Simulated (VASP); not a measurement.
# Pd3PtSe4 (P4_2/m) in VASP: further runs

Pd3PtSe4 is run at these levels: PBE; tasks: single point.

Program: VASP 6.6.1. These are calculated values, not measurements. Logs are shortened: lines on timing, memory, paths and dates and some standing lists are left out, and cuts for length are marked.

### 1 The cell of the first run

The structure is tetragonal, space group P4_2/m (No. 84). The conventional cell has a = 6.828 Å, b = 6.828 Å, c = 7.064 Å, α = 90.00°, β = 90.00°, γ = 90.00°. Within 3.4 Å of Pd (site symmetry m) lie 4 Se at 2.50 Å and 1 Pd at 3.30 Å. Within 3.3 Å of Pd (site symmetry -4) lie 4 Se at 2.49 Å. Pt (site symmetry 2/m) has 4 Se at 2.45 Å within 3.2 Å. Se (site symmetry 1) has 1 Pt at 2.45 Å and 3 Pd at 2.49 to 2.50 Å and 1 Se at 3.21 Å within 3.3 Å.

### 2 Single point, PBE, collinear spin

INCAR

```
ALGO     = Normal         # electronic algorithm
EDIFF    = 1E-6           # SCF threshold, eV
ENCUT    = 500            # plane-wave cutoff, eV
GGA      = PE             # functional
GGA_COMPAT= F            
ISIF     = 2              # what is computed and relaxed
ISMEAR   = 0              # smearing method
ISPIN    = 2              # spin polarisation
KPAR     = 4            
LASPH    = T              # aspherical terms in the spheres
LCHARG   = T              # write CHGCAR
LMAXMIX  = 4              # l up to which the mixer works
LORBIT   = 11             # projections on sites
LREAL    = F              # projectors in reciprocal space
LVHAR    = T            
LWAVE    = F              # write WAVECAR
MAGMOM   = 1 1 1 1 1 1 1 1 0 0 0 0 0 0 0 0 # initial moments
NBANDS   = 82             # bands
NELM     = 200            # most SCF steps
PREC     = Accurate       # precision mode
SIGMA    = 0.1            # smearing width, eV
```

KPOINTS

```
k-points
0
Gamma
  4 4 4
```

POSCAR

```
Pd3PtSe4
1.0
    6.8275244719      0.0000000000      0.0000000000
    0.0000000000      6.8275244719      0.0000000000
    0.0000000000      0.0000000000      7.0639791619
Pd Pt Se
6 2 8
Direct
    0.2603654743      0.5322935653      0.5000000000
    0.7396345257      0.4677064347      0.5000000000
    0.5322935653      0.7396345257      0.0000000000
    0.4677064347      0.2603654743      0.0000000000
    0.0000000000      0.0000000000      0.7500000000
    0.0000000000      0.0000000000      0.2500000000
    0.0000000000      0.5000000000      0.0000000000
    0.5000000000      0.0000000000      0.5000000000
    0.1921768183      0.3097551793      0.7727644197
    0.1921768183      0.3097551793      0.2272355803
    0.8078231817      0.6902448207      0.2272355803
    0.8078231817      0.6902448207      0.7727644197
    0.3097551793      0.8078231817      0.2727644197
    0.3097551793      0.8078231817      0.7272355803
    0.6902448207      0.1921768183      0.7272355803
    0.6902448207      0.1921768183      0.2727644197
```

Potentials or basis: VASP PAW PBE potentials, release 64 (Pd, Pt, Se).

On the command line:

```
> cat potpaw_PBE.64/Pd/POTCAR potpaw_PBE.64/Pt/POTCAR potpaw_PBE.64/Se/POTCAR > POTCAR
> mpirun -np 4 vasp_std > vasp.out
```

OUTCAR:

```text
EDIFF = 1E-6
   ENCUT = 500
   GGA = PE
   ISIF = 2
   ISMEAR = 0
   ISPIN = 2
   LASPH = T
   LORBIT = 11
   LREAL = F
   NELM = 200
   PREC = Accurate

 ion  position               nearest neighbor table
   1  0.260  0.532  0.500-  13 2.50  14 2.50   9 2.50  10 2.50   2 3.30
   2  0.740  0.468  0.500-  15 2.50  16 2.50  11 2.50  12 2.50   1 3.30
   3  0.532  0.740  0.000-  11 2.50  12 2.50  13 2.50  14 2.50   4 3.30
   4  0.468  0.260  0.000-   9 2.50  10 2.50  15 2.50  16 2.50   3 3.30
   5  0.000  0.000  0.750-   9 2.49  12 2.49  14 2.49  15 2.49
   6  0.000  0.000  0.250-  10 2.49  11 2.49  13 2.49  16 2.49
   7  0.000  0.500  0.000-   9 2.45  10 2.45  11 2.45  12 2.45
   8  0.500  0.000  0.500-  13 2.45  14 2.45  15 2.45  16 2.45
   9  0.192  0.310  0.773-   7 2.45   5 2.49   4 2.50   1 2.50
  10  0.192  0.310  0.227-   7 2.45   6 2.49   4 2.50   1 2.50
  11  0.808  0.690  0.227-   7 2.45   6 2.49   3 2.50   2 2.50
  12  0.808  0.690  0.773-   7 2.45   5 2.49   3 2.50   2 2.50
  13  0.310  0.808  0.273-   8 2.45   6 2.49   1 2.50   3 2.50
  14  0.310  0.808  0.727-   8 2.45   5 2.49   1 2.50   3 2.50
  15  0.690  0.192  0.727-   8 2.45   5 2.49   2 2.50   4 2.50
  16  0.690  0.192  0.273-   8 2.45   6 2.49   2 2.50   4 2.50

  LATTYP: Found a simple tetragonal cell.
 ALAT       =     6.8275244719
 C/A-ratio  =     1.0346325657

  Lattice vectors:

 A1 = (   6.8275244719,   0.0000000000,   0.0000000000)
 A2 = (   0.0000000000,   6.8275244719,   0.0000000000)
 A3 = (   0.0000000000,   0.0000000000,   7.0639791619)

Analysis of symmetry for initial positions (statically):
=====================================================================
 Subroutine PRICEL returns:
 Original cell was already a primitive cell.

 Routine SETGRP: Setting up the symmetry group for a
 simple tetragonal supercell.

 Subroutine GETGRP returns: Found  8 space group operations
 (whereof  4 operations were pure point group operations)
 out of a pool of 16 trial point group operations.

The static configuration has the point symmetry C_2h.
 The point group associated with its full space group is C_4h.

Analysis of symmetry for dynamics (positions and initial velocities):
=====================================================================
 Subroutine PRICEL returns:
 Original cell was already a primitive cell.

 Routine SETGRP: Setting up the symmetry group for a
 simple tetragonal supercell.

 Subroutine GETGRP returns: Found  8 space group operations
 (whereof  4 operations were pure point group operations)
 out of a pool of 16 trial point group operations.

The dynamic configuration has the point symmetry C_2h.
 The point group associated with its full space group is C_4h.

Analysis of structural, dynamic, and magnetic symmetry:
=====================================================================
 Subroutine PRICEL returns:
 Original cell was already a primitive cell.

 Routine SETGRP: Setting up the symmetry group for a
 simple tetragonal supercell.

 Subroutine GETGRP returns: Found  8 space group operations
 (whereof  4 operations were pure point group operations)
 out of a pool of 16 trial point group operations.

The overall configuration has the point symmetry C_2h.
 The point group associated with its full space group is C_4h.

 Subroutine INISYM returns: Found  8 space group operations
 (whereof  4 operations are pure point group operations),
 and found     1 'primitive' translations

----------------------------------------------------------------------------------------

                                     Primitive cell

  volume of cell :     329.2880

  direct lattice vectors                    reciprocal lattice vectors
     6.827524472  0.000000000  0.000000000     0.146465971  0.000000000  0.000000000
     0.000000000  6.827524472  0.000000000     0.000000000  0.146465971  0.000000000
     0.000000000  0.000000000  7.063979162     0.000000000  0.000000000  0.141563272

  length of vectors
     6.827524472  6.827524472  7.063979162     0.146465971  0.146465971  0.141563272

[... 86 lines left out ...]
   dimension x,y,z NGX =    50 NGY =   50 NGZ =   54
   dimension x,y,z NGXF=   100 NGYF=  100 NGZF=  108
   ions per type =               6   2   8
   NGX,Y,Z   is equivalent  to a cutoff of  12.17, 12.17, 12.71 a.u.
   NGXF,Y,Z  is equivalent  to a cutoff of  24.35, 24.35, 25.42 a.u.
 SYSTEM =  unknown system
   PREC   = accura    normal or accurate (medium, high low for compatibility)
   ISTART =      0    job   : 0-new  1-cont  2-samecut
   ICHARG =      2    charge: 1-file 2-atom 10-const
   ISPIN  =      2    spin polarized calculation?
   LNONCOLLINEAR =      F non collinear calculations
   LSORBIT =      F    spin-orbit coupling
   LASPH  =      T    aspherical Exc in radial PAW
   ENCUT  =  500.0 eV  36.75 Ry    6.06 a.u.  12.45 12.45 12.88*2*pi/ulx,y,z
   NELM   =    200;   NELMIN=  2; NELMDL= -5     # of ELM steps
   EDIFF  = 0.1E-05   stopping-criterion for ELM
   LREAL  =      F    real-space projection
   EDIFFG = 0.1E-04   stopping-criterion for IOM
   NSW    =      0    number of steps for IOM
   IBRION =     -1    ionic relax: 0-MD 1-quasi-New 2-CG
   NFREE  =      0    steps in history (QN), initial steepest desc. (CG)
   ISIF   =      2    stress and relaxation
   ISYM   =      2    0-nonsym 1-usesym 2-fastsym
   POTIM  = 0.5000    time-step for ionic-motion
   TEBEG  =    0.0;   TEEND  =   0.0 temperature during run
   PSTRESS=    0.0 pullay stress
   NELECT =     128.0000    total number of electrons
   NUPDOWN=      -1.0000    fix difference up-down
   EMIN   =  10.00;   EMAX   =-10.00  energy-range for DOS
   EFERMI =   0.00;   METHOD = LEGACY
   ISMEAR =     0;   SIGMA  =   0.10  broadening in eV -4-tet -1-fermi 0-gaus
   EFERMI_NEDOS =   21; number of points for ismear=-14 and -15
   IALGO  =     38    algorithm
   IMIX   =      4    mixing-type and parameters
     AMIX     =   0.40;   BMIX     =  1.00
     AMIX_MAG =   1.60;   BMIX_MAG =  1.00
  volume/ion in A,a.u.               =      20.58       138.88
  Fermi-wavevector in a.u.,A,eV,Ry     =   1.194775  2.257798 19.422148  1.427488
  Thomas-Fermi vector in A             =   2.330757
   LORBIT       =     11    0 simple, 1 ext, 2 COOP (PROOUT), +10 PAW based schemes
   GGA     = PE    functional components
   LHFCALC =     F    Hartree Fock is set to
   AEXX    =    0.0000 exact exchange contribution
   IVDW    =     0    specifies the selected vdW correction
   LEPSILON=     F    determine dielectric tensor
   LRPA    =     F    only Hartree local field effects (RPA)
 spin polarized calculation
 Gauss-broadening in eV      SIGMA  =   0.10
  energy-cutoff  :      500.00
  volume of cell :      329.29
 maximum number of plane-waves:      8393
 NGX is ok and might be reduce to    50
   NGX = 25   NGY = 25   NGZ = 25

 number of electron     128.0000018 magnetization       0.0005497

 number of electron     128.0000018 magnetization      -0.0009997

 Free energy of the ion-electron system (eV)
  ---------------------------------------------------
  ext. energy  EPLUGINS =         0.00000000
  ---------------------------------------------------
  free energy    TOTEN  =       -76.70787146 eV

  energy without entropy =      -76.70386245  energy(sigma->0) =      -76.70586695

 E-fermi :   5.2744     XC(G=0): -10.6128

 val. band max:        5.2312741713   @ k =   0.0000   0.0000   0.5000
 cond. band min:       5.4271768329   @ k =   0.0000   0.0000   0.2500
 fundamental gap:      0.1959026616
 Fermi energy:         5.2743550070

 spin component 1

 k-point     1 :       0.0000    0.0000    0.0000
  band No.  band energies     occupation
      1      -8.9880      1.00000
      2      -7.9146      1.00000
      3      -7.8920      1.00000
      4      -7.8920      1.00000
      5      -7.8803      1.00000
      6      -7.4847      1.00000
[... 1411 lines left out ...]
     75      10.7295      0.00000
     76      10.7295      0.00000
 Fermi energy:         5.2743550070

 spin component 2

 k-point     1 :       0.0000    0.0000    0.0000
  band No.  band energies     occupation
      1      -8.9880      1.00000
      2      -7.9147      1.00000
      3      -7.8920      1.00000
      4      -7.8920      1.00000
      5      -7.8803      1.00000
      6      -7.4847      1.00000
[... 1411 lines left out ...]
     75      10.7294      0.00000
     76      10.7294      0.00000
 [bands above 76 left out]

------------------------ aborting loop because EDIFF is reached ----------------------------------------

  FORCE on cell =-STRESS in cart. coord.  units (eV):
  Direction    XX          YY          ZZ          XY          YZ          ZX
  --------------------------------------------------------------------------------------
  -------------------------------------------------------------------------------------
  Total        0.2586497      0.2586497     -0.8980675     -0.0000003      0.0000000      0.0000000
  in kB        1.2584809      1.2584809     -4.3696197     -0.0000016      0.0000000      0.0000000
  external PRESSURE =      -0.6175527 kB  Pullay stress =       0.0000000 kB

 VOLUME and BASIS-vectors are now :
 -----------------------------------------------------------------------------
  energy-cutoff  :      500.00
  volume of cell :      329.29
      direct lattice vectors                 reciprocal lattice vectors
     6.827524472  0.000000000  0.000000000     0.146465971  0.000000000  0.000000000
     0.000000000  6.827524472  0.000000000     0.000000000  0.146465971  0.000000000
     0.000000000  0.000000000  7.063979162     0.000000000  0.000000000  0.141563272

 POSITION                                       TOTAL-FORCE (eV/Angst)
 -----------------------------------------------------------------------------------
      1.77765      3.63425      3.53199        -0.032709     -0.033785      0.000000
      5.04987      3.19328      3.53199         0.032709      0.033785     -0.000000
      3.63425      5.04987      0.00000        -0.033785      0.032709     -0.000000
      3.19328      1.77765      0.00000         0.033785     -0.032709      0.000000
      0.00000      0.00000      5.29798         0.000000     -0.000000      0.000000
      0.00000      0.00000      1.76599         0.000000     -0.000000     -0.000000
[... 8 lines left out ...]
      4.71266      1.31209      5.13718         0.008676      0.021700      0.025266
      4.71266      1.31209      1.92680         0.008676      0.021700     -0.025266
 -----------------------------------------------------------------------------------
    total drift:                                0.000000      0.000000      0.000000

  FREE ENERGIE OF THE ION-ELECTRON SYSTEM (eV)
  ---------------------------------------------------
  free  energy   TOTEN  =       -76.7078714565 eV

  energy  without entropy=      -76.7038624505  energy(sigma->0) =      -76.70586695

 total charge

# of ion       s       p       d       tot
------------------------------------------
    1        0.455   0.429   8.531   9.415
    2        0.455   0.429   8.531   9.415
    3        0.455   0.429   8.531   9.415
    4        0.455   0.429   8.531   9.415
    5        0.448   0.427   8.536   9.411
    6        0.448   0.427   8.536   9.411
[... 8 lines left out ...]
   15        1.458   2.267   0.080   3.805
   16        1.458   2.267   0.080   3.805
--------------------------------------------------
tot         15.762  21.761  68.156 105.680

 magnetization (x)

# of ion       s       p       d       tot
------------------------------------------
    1       -0.000  -0.000   0.000   0.000
    2       -0.000  -0.000   0.000   0.000
    3       -0.000  -0.000   0.000   0.000
    4       -0.000  -0.000   0.000   0.000
    5       -0.000  -0.000   0.000   0.000
    6       -0.000  -0.000   0.000   0.000
[... 8 lines left out ...]
   15        0.000   0.000  -0.000   0.000
   16        0.000   0.000  -0.000   0.000
--------------------------------------------------
tot         -0.000   0.000   0.000   0.000
```

Run time: 3.3 min. Hardware: 4 MPI ranks of AMD EPYC 9R45 (Zen 5), shared host; peak memory 0.9 GiB.

Results:

```yaml
Free_energy: -76.7079 eV
Pressure: -0.1 GPa
Largest_force: 0.047 eV/Å
Band_gap_on_the_k_mesh: zero (filled and empty bands overlap)
Net_moment: 0.00 μB per cell
Valence_electrons_inside_the_program's_atomic_spheres: Pd 9.41; Pt 9.38; Se 3.81
```

Forces in eV/Å, atoms in the order of the input:
```
Pd  -0.033 -0.034  0.000
Pd   0.033  0.034  0.000
Pd  -0.034  0.033  0.000
Pd   0.034 -0.033  0.000
Pd   0.000  0.000  0.000
Pd   0.000  0.000  0.000
Pt   0.000  0.000  0.000
Pt   0.000  0.000  0.000
Se   0.022 -0.009 -0.025
Se   0.022 -0.009  0.025
Se  -0.022  0.009  0.025
Se  -0.022  0.009 -0.025
Se  -0.009 -0.022 -0.025
Se  -0.009 -0.022  0.025
Se   0.009  0.022  0.025
Se   0.009  0.022 -0.025
```

Stress tensor (GPa, compression positive):
```
 0.13  0.00  0.00
 0.00  0.13  0.00
 0.00  0.00 -0.44
```

Caveat: spin-orbit coupling is left out, which moves the levels of the heavy elements.

[end of part 1 of 2]

The gap in the log of VASP goes by the Fermi energy; the results here count the filled bands.